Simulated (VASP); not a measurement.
A run of VASP 6.6.1 is set up as follows.

The input INCAR:

```
SYSTEM = TePb
PREC     = Accurate       ! precision mode
ENCUT    = 520            ! plane-wave cutoff, eV
EDIFF    = 1E-6           ! SCF threshold, eV
ISMEAR   = -1             ! smearing method
SIGMA    = 0.02           ! smearing width, eV
LREAL    = .FALSE.        ! projectors in reciprocal space
LASPH    = .TRUE.         ! aspherical terms in the spheres
NELM     = 80             ! most SCF steps
ALGO     = Normal         ! electronic algorithm
ISIF     = 2              ! what is computed and relaxed
LWAVE    = .FALSE.        ! write WAVECAR
LCHARG   = .FALSE.        ! write CHGCAR
GGA      = PE             ! functional
NBANDS   = 17             ! bands
```

Contents of KPOINTS:

```
regular mesh
0
G
  8 8 8
  0 0 0
```

Contents of POSCAR:

```
TePb
1.0
    0.0000000000      3.2678368488      3.3005152173
    3.2678368488      0.0000000000      3.3005152173
    3.2678368488      3.2678368488      0.0000000000
Pb Te
1 1
Direct
    0.0000000000      0.0000000000      0.0000000000
    0.5000000000      0.5000000000      0.5000000000
```

Potentials or basis: VASP PAW PBE potentials, release 64 (Pb_d, Te).

Run with:

```console
$ cat potpaw_PBE.64/Pb_d/POTCAR potpaw_PBE.64/Te/POTCAR > POTCAR
$ mpirun -np 1 vasp_std > vasp.out
```

Task: Predict the pressure.

Result: 0.2 GPa.

Task: Estimate the band gap on the k mesh.

Result: 0.82 eV, direct.

Stress tensor (GPa, compression positive):
```
 0.50  0.00  0.00
 0.00  0.50  0.00
 0.00  0.00 -0.49
```

Caveat: the cell differs from its parent crystal (uniaxial z strain +1.0%); spin-orbit coupling is left out, which moves the levels of the heavy elements. A k mesh can miss the band edges.
